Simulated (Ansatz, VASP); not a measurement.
One calculation of Ta, two programs

The input INCAR:

```
PREC = Accurate
ENCUT = 520
EDIFF = 1E-6
ISMEAR = 0
SIGMA = 0.05
LREAL = F
LASPH = T
NELM = 60
ALGO = Normal
ISIF = 2
LWAVE = F
LCHARG = T
GGA = PS
LELF = T
LVHAR = T
NBANDS = 12
```

Contents of KPOINTS:

```
regular mesh
0
Gamma
  18 18 18
```

Contents of POSCAR:

```
Ta
1.0
   -1.6354381924      1.6354381924      1.6354381924
    1.6354381924     -1.6354381924      1.6354381924
    1.6354381924      1.6354381924     -1.6354381924
Ta
1
Direct
    0.0000000000      0.0000000000      0.0000000000
```

Input for Ansatz:

```yaml
crystal:
  lattice:
    - [-1.6354381924, 1.6354381924, 1.6354381924]
    - [1.6354381924, -1.6354381924, 1.6354381924]
    - [1.6354381924, 1.6354381924, -1.6354381924]
  atoms:
    - { symbol: Ta, position: [0.0, 0.0, 0.0] }
basis:
  ecutwfc: 420
  ecutrho_ratio: 4
kpoints:
  mp_grid: { grid: [18, 18, 18] }
hamiltonian:
  xc: pbesol
scf:
  occupations: { method: gaussian, width: 0.05 }
output:
  forces: true
  stress: true
  eigenvalues: true
```

Alike in both runs: task single point; functional PBEsol; k mesh 18 × 18 × 18; occupations gaussian, width 0.05 eV; no spin polarisation.

|  | VASP | Ansatz |
| --- | --- | --- |
| version | VASP 6.6.1 | Ansatz 0.2.0 |
| potentials or method | VASP PAW PBE potentials, release 64 (Ta_pv), cutoff 520 eV | scalar-relativistic, plane waves, PAW |
| valence electrons in the cell | 11 | 13 |

```tsv
	VASP	Ansatz	Ansatz less VASP
pressure (GPa)	2.0	1.8	-0.21
```

VASP's potentials were made for PBE, not for PBEsol. The functional is the same, so the differences come from potentials, cutoffs and numerics. VASP's potentials hold 11 valence electrons a cell and Ansatz's 13, so a difference there can come from the potentials and not from the codes.

Neither program's run includes spin-orbit coupling.
